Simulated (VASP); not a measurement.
# Zn2O (R-3m) in VASP: relaxation of cell and atoms with PBE

Aim: the relaxation of cell and atoms of Zn2O with PBE.

All numbers are computed with VASP 6.6.1; they aren't measurements. Logs are shortened: lines on timing, memory, paths and dates and some standing lists are left out, and cuts for length are marked.

### 1 The cell of the first run

The structure is trigonal, space group R-3m (No. 166). Conventional cell: a = 3.090 Å, b = 3.090 Å, c = 14.674 Å, α = 90.00°, β = 90.00°, γ = 120.00°. Within 2.9 Å of Zn (site symmetry 3m) lie 3 O at 2.19 Å and 1 Zn at 2.36 Å. O (site symmetry -3m) has 6 Zn at 2.19 Å within 2.9 Å.

The cell was generated, and may not be a known phase.

### 2 Relaxation of cell and atoms, PBE

Contents of INCAR:

```
ALGO = Normal
EDIFF = 1E-6
EDIFFG = -0.01
ENCUT = 600
GGA = PE
IBRION = 2
ISIF = 3
ISMEAR = 0
LASPH = T
LCHARG = F
LREAL = F
LWAVE = F
NELM = 80
NSW = 100
PREC = Accurate
SIGMA = 0.1
```

Contents of KPOINTS:

```
k-points
0
Gamma
  12 12 12
```

Contents of POSCAR:

```
Zn2O
1.0
    1.5449537559      0.8919794669      4.8911871465
   -1.5449537559      0.8919794669      4.8911871465
    0.0000000000     -1.7839589337      4.8911871465
Zn O
2 1
Direct
    0.5803515377      0.5803515377      0.5803515377
    0.4196484623      0.4196484623      0.4196484623
    0.0000000000      0.0000000000      0.0000000000
```

Potentials or basis: VASP PAW PBE potentials, release 64 (Zn, O).

The run is started by

```sh
$ cat potpaw_PBE.64/Zn/POTCAR potpaw_PBE.64/O/POTCAR > POTCAR
$ mpirun -np 1 vasp_std > vasp.out
```

OUTCAR:

```text
EDIFF = 1E-6
   EDIFFG = -0.01
   ENCUT = 600
   GGA = PE
   IBRION = 2
   ISIF = 3
   ISMEAR = 0
   LASPH = T
   LREAL = F
   NELM = 80
   NSW = 100
   PREC = Accurate

 ion  position               nearest neighbor table
   1  0.580  0.580  0.580-   3 2.19   3 2.19   3 2.19   2 2.36
   2  0.420  0.420  0.420-   3 2.19   3 2.19   3 2.19   1 2.36
   3  0.000  0.000  0.000-   1 2.19   1 2.19   2 2.19   2 2.19   1 2.19   2 2.19

  LATTYP: Found a trigonal (rhomboedric) cell.
 ALAT       =     5.2063635274
 COS(alpha) =     0.8238867681

  Lattice vectors:

 A1 = (   1.5449537559,   0.8919794669,   4.8911871465)
 A2 = (  -1.5449537559,   0.8919794669,   4.8911871465)
 A3 = (   0.0000000000,  -1.7839589337,   4.8911871465)

Analysis of symmetry for initial positions (statically):
=====================================================================
 Subroutine PRICEL returns:
 Original cell was already a primitive cell.

 Routine SETGRP: Setting up the symmetry group for a
 trigonal (rhombohedral) supercell.

 Subroutine GETGRP returns: Found 12 space group operations
 (whereof 12 operations were pure point group operations)
 out of a pool of 12 trial point group operations.

The static configuration has the point symmetry D_3d.

Analysis of symmetry for dynamics (positions and initial velocities):
=====================================================================
 Subroutine PRICEL returns:
 Original cell was already a primitive cell.

 Routine SETGRP: Setting up the symmetry group for a
 trigonal (rhombohedral) supercell.

 Subroutine GETGRP returns: Found 12 space group operations
 (whereof 12 operations were pure point group operations)
 out of a pool of 12 trial point group operations.

The dynamic configuration has the point symmetry D_3d.

 Subroutine INISYM returns: Found 12 space group operations
 (whereof 12 operations are pure point group operations),
 and found     1 'primitive' translations

----------------------------------------------------------------------------------------

                                     Primitive cell

  volume of cell :      40.4423

  direct lattice vectors                    reciprocal lattice vectors
     1.544953756  0.891979467  4.891187147     0.323634282  0.186850340  0.068149781
    -1.544953756  0.891979467  4.891187147    -0.323634282  0.186850340  0.068149781
     0.000000000 -1.783958934  4.891187147     0.000000000 -0.373700680  0.068149781

  length of vectors
     5.206363527  5.206363527  5.206363527     0.379863911  0.379863911  0.379863911

  position of ions in fractional coordinates (direct lattice)
     0.580351538  0.580351538  0.580351538
     0.419648462  0.419648462  0.419648462
     0.000000000  0.000000000  0.000000000

  ion indices of the primitive-cell ions
   primitive index   ion index
                 1           1
                 2           2
                 3           3

----------------------------------------------------------------------------------------

 KPOINTS: k-points

Automatic generation of k-mesh.
 Grid dimensions read from file:
 generate k-points for:   12   12   12

 Generating k-lattice:

  Cartesian coordinates                     Fractional coordinates (reciprocal lattice)
     0.026969524  0.015570862  0.005679148     0.083333333  0.000000000 -0.000000000
    -0.026969524  0.015570862  0.005679148     0.000000000  0.083333333 -0.000000000
     0.000000000 -0.031141723  0.005679148     0.000000000  0.000000000  0.083333333

  Length of vectors
     0.031655326  0.031655326  0.031655326

  Shift w.r.t. Gamma in fractional coordinates (k-lattice)
     0.000000000  0.000000000  0.000000000

 Subroutine IBZKPT returns following result:
 ===========================================

 Found    189 irreducible k-points:

 Following reciprocal coordinates:
            Coordinates               Weight
  0.000000  0.000000  0.000000      1.000000
  0.083333  0.000000  0.000000      6.000000
  0.166667 -0.000000  0.000000      6.000000
  0.250000  0.000000  0.000000      6.000000
  0.333333  0.000000  0.000000      6.000000
  0.416667 -0.000000  0.000000      6.000000
[... 16 lines left out ...]
  0.500000  0.166667  0.000000     12.000000
 -0.416667  0.166667  0.000000     12.000000
 [... further k-points ...]
   k-points           NKPTS =    189   k-points in BZ     NKDIM =    189   number of bands    NBANDS=     19
   number of dos      NEDOS =    301   number of ions     NIONS =      3
   total plane-waves  NPLWV =  74088
   dimension x,y,z NGX =    42 NGY =   42 NGZ =   42
   dimension x,y,z NGXF=    84 NGYF=   84 NGZF=   84
   ions per type =               2   1
   NGX,Y,Z   is equivalent  to a cutoff of  13.41, 13.41, 13.41 a.u.
   NGXF,Y,Z  is equivalent  to a cutoff of  26.82, 26.82, 26.82 a.u.
 SYSTEM =  unknown system
   PREC   = accura    normal or accurate (medium, high low for compatibility)
   ISTART =      0    job   : 0-new  1-cont  2-samecut
   ICHARG =      2    charge: 1-file 2-atom 10-const
   ISPIN  =      1    spin polarized calculation?
   LNONCOLLINEAR =      F non collinear calculations
   LSORBIT =      F    spin-orbit coupling
   LASPH  =      T    aspherical Exc in radial PAW
   ENCUT  =  600.0 eV  44.10 Ry    6.64 a.u.  10.40 10.40 10.40*2*pi/ulx,y,z
   NELM   =     80;   NELMIN=  2; NELMDL= -5     # of ELM steps
   EDIFF  = 0.1E-05   stopping-criterion for ELM
   LREAL  =      F    real-space projection
   EDIFFG = -.1E-01   stopping-criterion for IOM
   NSW    =    100    number of steps for IOM
   IBRION =      2    ionic relax: 0-MD 1-quasi-New 2-CG
   NFREE  =      1    steps in history (QN), initial steepest desc. (CG)
   ISIF   =      3    stress and relaxation
   ISYM   =      2    0-nonsym 1-usesym 2-fastsym
   POTIM  = 0.5000    time-step for ionic-motion
   TEBEG  =    0.0;   TEEND  =   0.0 temperature during run
   PSTRESS=    0.0 pullay stress
   NELECT =      30.0000    total number of electrons
   NUPDOWN=      -1.0000    fix difference up-down
   EMIN   =  10.00;   EMAX   =-10.00  energy-range for DOS
   EFERMI =   0.00;   METHOD = LEGACY
   ISMEAR =     0;   SIGMA  =   0.10  broadening in eV -4-tet -1-fermi 0-gaus
   EFERMI_NEDOS =   21; number of points for ismear=-14 and -15
   IALGO  =     38    algorithm
   IMIX   =      4    mixing-type and parameters
     AMIX     =   0.40;   BMIX     =  1.00
     AMIX_MAG =   1.60;   BMIX_MAG =  1.00
  volume/ion in A,a.u.               =      13.48        90.97
  Fermi-wavevector in a.u.,A,eV,Ry     =   1.481960  2.800499 29.881209  2.196207
  Thomas-Fermi vector in A             =   2.595806
   LORBIT       =      0    0 simple, 1 ext, 2 COOP (PROOUT), +10 PAW based schemes
   GGA     = PE    functional components
   LHFCALC =     F    Hartree Fock is set to
   AEXX    =    0.0000 exact exchange contribution
   IVDW    =     0    specifies the selected vdW correction
   LEPSILON=     F    determine dielectric tensor
   LRPA    =     F    only Hartree local field effects (RPA)
 conjugate gradient relaxation of ions
 non-spin polarized calculation
 Gauss-broadening in eV      SIGMA  =   0.10
  energy-cutoff  :      600.00
  volume of cell :       40.44
 maximum number of plane-waves:      1369
 NGX is ok and might be reduce to    42
   NGX = 21   NGY = 21   NGZ = 21

--------------------------------------- Ionic step        1  -------------------------------------------

 number of electron      30.0000003 magnetization

 Free energy of the ion-electron system (eV)
  ---------------------------------------------------
  ext. energy  EPLUGINS =         0.00000000
  ---------------------------------------------------
  free energy    TOTEN  =        -9.29338087 eV

  energy without entropy =       -9.29111808  energy(sigma->0) =       -9.29224947

------------------------ aborting loop because EDIFF is reached ----------------------------------------

  FORCE on cell =-STRESS in cart. coord.  units (eV):
  Direction    XX          YY          ZZ          XY          YZ          ZX
  --------------------------------------------------------------------------------------
  -------------------------------------------------------------------------------------
  Total        0.0737736      0.0737736      0.1818484      0.0000000      0.0000000      0.0000000
  in kB        2.9226437      2.9226437      7.2041752      0.0000000      0.0000000      0.0000000
  external PRESSURE =       4.3498208 kB  Pullay stress =       0.0000000 kB
[... 59 lines left out ...]
  energy  without entropy=       -9.2913355087  energy(sigma->0) =       -9.29248580

--------------------------------------- Ionic step        3  -------------------------------------------

 number of electron      30.0000003 magnetization

 Free energy of the ion-electron system (eV)
  ---------------------------------------------------
  ext. energy  EPLUGINS =         0.00000000
  ---------------------------------------------------
  free energy    TOTEN  =        -9.29366052 eV

  energy without entropy =       -9.29136917  energy(sigma->0) =       -9.29251484

 E-fermi :   2.4787     XC(G=0): -11.0606

 val. band max:        2.4589043242   @ k =  -0.1667   0.4167   0.0833
 cond. band min:       2.5396079823   @ k =  -0.0833   0.5000   0.0833
 fundamental gap:      0.0807036581
 Fermi energy:         2.4787354352

 k-point     1 :       0.0000    0.0000    0.0000
  band No.  band energies     occupation
      1     -16.8218      2.00000
      2      -5.1062      2.00000
      3      -4.6203      2.00000
      4      -4.5642      2.00000
      5      -4.5642      2.00000
      6      -4.1812      2.00000
[... 11 lines left out ...]
     18      15.0322      0.00000
     19      15.0322      0.00000
[... 489 lines left out ...]
      3      -4.7632      2.00000
      4      -4.6925      2.00000
      5      -4.3099      2.00000
      6      -4.2309      2.00000
[... 11 lines left out ...]
     18       7.4805      0.00000
     19       9.8256      0.00000

 [... further k-points ...]
[... 5 lines left out ...]
  --------------------------------------------------------------------------------------
  -------------------------------------------------------------------------------------
  Total       -0.0033157     -0.0033157      0.0008434      0.0000000      0.0000000      0.0000000
  in kB       -0.1308285     -0.1308285      0.0332784      0.0000000      0.0000000      0.0000000
  external PRESSURE =      -0.0761262 kB  Pullay stress =       0.0000000 kB
[... 18 lines left out ...]
  FREE ENERGIE OF THE ION-ELECTRON SYSTEM (eV)
  ---------------------------------------------------
  free  energy   TOTEN  =        -9.2936605172 eV

  energy  without entropy=       -9.2913691689  energy(sigma->0) =       -9.29251484

 reached required accuracy - stopping structural energy minimisation
```

It took 16 min on 1 thread of Intel Xeon 8259CL, shared host; peak memory 0.38 GiB.

Results:

| Quantity | Value |
| --- | --- |
| Free energy | -9.2937 eV |
| Relaxed volume | 13.53 Å³/atom |
| Relaxed cell | a = 5.217 Å, b = 5.217 Å, c = 5.217 Å, α = 34.48°, β = 34.48°, γ = 34.48° |
| Space group after relaxing (to 0.1 Å) | R-3m (No. 166) |
| Energy gained by relaxing | 0.1 meV/atom |
| Ionic steps | 3 |
| Pressure after relaxing | 0.0 GPa |
| Band gap on the k mesh | zero (bands 15 and 16 overlap by 1.27 eV) |

The path:
```
step  energy change (eV)  largest force (eV/Å)  pressure (GPa)  volume (Å³)
   1              0.0000                0.0055            0.43        40.44
   2             -0.0003                0.0040           -0.19        40.66
   3             -0.0003                0.0019           -0.01        40.60
```

Final structure:
```xyz
3
Lattice="1.5463 0.8928 4.9020 -1.5463 0.8928 4.9020 0.0000 -1.7856 4.9020" Properties=species:S:1:pos:R:3 pbc="T T T"
Zn    0.0000    0.0000    8.5345
Zn    0.0000    0.0000    6.1716
O     0.0000    0.0000    0.0000
```

The gap in the log of VASP goes by the Fermi energy; the results here count the filled bands.